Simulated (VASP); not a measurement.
# S: relaxation of cell and atoms with r2SCAN

S:

```xyz
8
Lattice="6.0785 0.0000 0.0000 0.0000 6.0785 0.0000 0.0000 0.0000 6.0785" Properties=species:S:1:pos:R:3 pbc="T T T"
S     3.0393    3.0393    3.0393
S     0.0000    0.0000    0.0000
S     1.5196    0.0000    3.0393
S     3.0393    1.5196    0.0000
S     3.0393    4.5589    0.0000
S     4.5589    0.0000    3.0393
S     0.0000    3.0393    4.5589
S     0.0000    3.0393    1.5196
```

- Program: VASP 6.6.1
- Task: relaxation of cell and atoms
- Functional: r2SCAN
- Potentials or basis: VASP PAW PBE potentials, release 64 (S)
- Cutoff: 600 eV
- k mesh: 4 × 4 × 4
- Occupations: gaussian, width 0.1 eV
- Spin: no spin polarisation
- Dipole correction: no
- Further INCAR settings: ALGO = Normal; EDIFF = 1e-06; IBRION = 2; EDIFFG = -0.04; NSW = 90; ISIF = 3

```json
{"Relaxed volume": "16.40 Å³/atom", "Relaxed cell": "a = 5.081 Å, b = 5.081 Å, c = 5.081 Å, α = 90.00°, β = 90.00°, γ = 90.00°", "Space group after relaxing (to 0.1 Å)": "Pm-3n (No. 223)", "Energy gained by relaxing": "772.2 meV/atom", "Ionic steps": "5", "Pressure after relaxing": "-0.1 GPa"}
```

The path:
```tsv
step	energy change (eV)	largest force (eV/Å)	pressure (GPa)	volume (Å³)
1	0.0000	0.0000	-12.65	224.59
2	-5.0583	0.0000	-10.32	159.97
3	-6.1447	0.0000	-2.41	135.25
4	-6.1745	0.0000	0.84	129.60
5	-6.1779	0.0000	-0.13	131.17
```

Final structure:
```cif
data_structure
_symmetry_space_group_name_H-M 'P 1'
_symmetry_Int_Tables_number 1
_cell_length_a 5.0810
_cell_length_b 5.0810
_cell_length_c 5.0810
_cell_angle_alpha 90.000
_cell_angle_beta 90.000
_cell_angle_gamma 90.000
_cell_volume 131.17
loop_
_atom_site_label
_atom_site_type_symbol
_atom_site_fract_x
_atom_site_fract_y
_atom_site_fract_z
_atom_site_occupancy
S1 S 0.50000 0.50000 0.50000 1
S2 S 0.00000 0.00000 0.00000 1
S3 S 0.25000 0.00000 0.50000 1
S4 S 0.50000 0.25000 0.00000 1
S5 S 0.50000 0.75000 0.00000 1
S6 S 0.75000 0.00000 0.50000 1
S7 S 0.00000 0.50000 0.75000 1
S8 S 0.00000 0.50000 0.25000 1
```

Levels at points of the mesh, in eV from the Fermi level:
| k point | band 22 | band 23 | band 24 | band 25 | band 26 | band 27 |
| --- | --- | --- | --- | --- | --- | --- |
| (0.00, 0.00, 0.00) | -0.26 | -0.26 | 0.12 | 0.12 | 0.12 | 1.67 |
| (0.50, 0.00, 0.00) | -1.16 | -0.44 | -0.44 | 0.19 | 0.19 | 1.55 |
| (0.50, 0.50, 0.00) | -0.68 | -0.25 | -0.25 | 0.35 | 0.35 | 0.44 |
| (0.50, 0.50, 0.50) | -1.11 | -0.94 | -0.94 | -0.94 | -0.94 | -0.40 |

It took 33 min on 1 thread of Intel(R) Xeon(R) Platinum 8375C CPU @ 2.90GHz (Ice Lake) (shared host), peak memory 0.4 GiB.

Caveat: the volume moved by over 15 % at a fixed basis, so the end points are rough; the highest band is partly filled, so the run has too few bands; the PAW data sets were made with another functional, which shifts forces and pressure a little.
